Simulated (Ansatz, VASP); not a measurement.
# TePb: VASP beside Ansatz

The input INCAR:

```
  PREC = Accurate
  ENCUT = 520
  EDIFF = 1E-6
  ISMEAR = -1
  SIGMA = 0.1
  LREAL = F
  LASPH = T
  NELM = 100
  ALGO = Normal
  ISIF = 2
  LWAVE = F
  LCHARG = F
  GGA = PE
  NBANDS = 17
```

Contents of KPOINTS:

```
Automatic mesh
0
Gamma
  11 11 11
```

POSCAR

```
TePb
1.0
    0.0000000000      3.0482387639      3.0482387639
    3.0482387639      0.0000000000      3.0482387639
    3.0482387639      3.0482387639      0.0000000000
Pb Te
1 1
Direct
    0.0000000000      0.0000000000      0.0000000000
    0.5000000000      0.5000000000      0.5000000000
```

Input for Ansatz:

```yaml
crystal:
  lattice:
    - [0.0, 3.0482387639, 3.0482387639]
    - [3.0482387639, 0.0, 3.0482387639]
    - [3.0482387639, 3.0482387639, 0.0]
  atoms:
    - { symbol: Pb, position: [0.0, 0.0, 0.0] }
    - { symbol: Te, position: [0.5, 0.5, 0.5] }
kpoints:
  mp_grid: { grid: [11, 11, 11] }
scf:
  occupations: { method: fermi_dirac, width: 0.1 }
hamiltonian:
  xc: pbe
  pseudopotentials: { kind: paw }
output:
  forces: true
  stress: true
  eigenvalues: true
  populations: true
```

Change from the starting cell: volume scaled by 0.8, PAW files.

Alike in both runs: task single point; functional PBE; k mesh 11 × 11 × 11; occupations fermi-dirac, width 0.1 eV; no spin polarisation.

|  | VASP | Ansatz |
| --- | --- | --- |
| version | VASP 6.6.1 | Ansatz 0.2.0 |
| potentials or method | VASP PAW PBE potentials, release 64 (Pb_d, Te) | PAW with Ansatz's default frozen-core files, scalar-relativistic |
| plane-wave cutoff (eV) | 520 | 420 |
| valence electrons in the cell | 20 | 30 |

|  | VASP | Ansatz | Ansatz less VASP |
| --- | --- | --- | --- |
| pressure (GPa) | 14.2 | 14.3 | +0.06 |

The functional is the same, so the differences come from potentials, cutoffs and numerics. VASP's potentials hold 20 valence electrons a cell and Ansatz's 30, so a difference there can come from the potentials and not from the codes.

Neither program's run includes spin-orbit coupling.
